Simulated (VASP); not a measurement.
Crystal: ZnS.

```
CELL_PARAMETERS angstrom
0.00000 2.70200 2.70200
2.70200 0.00000 2.70200
2.70200 2.70200 0.00000
ATOMIC_POSITIONS crystal
Zn 0.25000 0.25000 0.25000
S 0.00000 0.00000 0.00000
```

Program: VASP 6.6.1. Alike in all runs: task single point; potentials or basis VASP PAW PBE potentials, release 64 (Zn, S); no spin polarisation; cell as given.

Order these runs on this cell by their band gap on the k mesh, lowest first.
A. level PBEsol; k mesh 9 × 9 × 9; cutoff (eV) 500; smearing gaussian 0.1 eV
B. level PBE-based screened hybrid with 25 % exact exchange; k mesh 6 × 6 × 6; cutoff (eV) 400; smearing gaussian 0.1 eV; grid for exact exchange (PRECFOCK) Normal; share of exact exchange 0.25; screening parameter 0.3 1/Å
C. level revPBE+D3(BJ); k mesh 9 × 9 × 9; cutoff (eV) 500; smearing fermi-dirac 0.1 eV

A (1.98 eV), C (2.24 eV), B (3.12 eV).

Caveats: three body term missing (at least some runs).
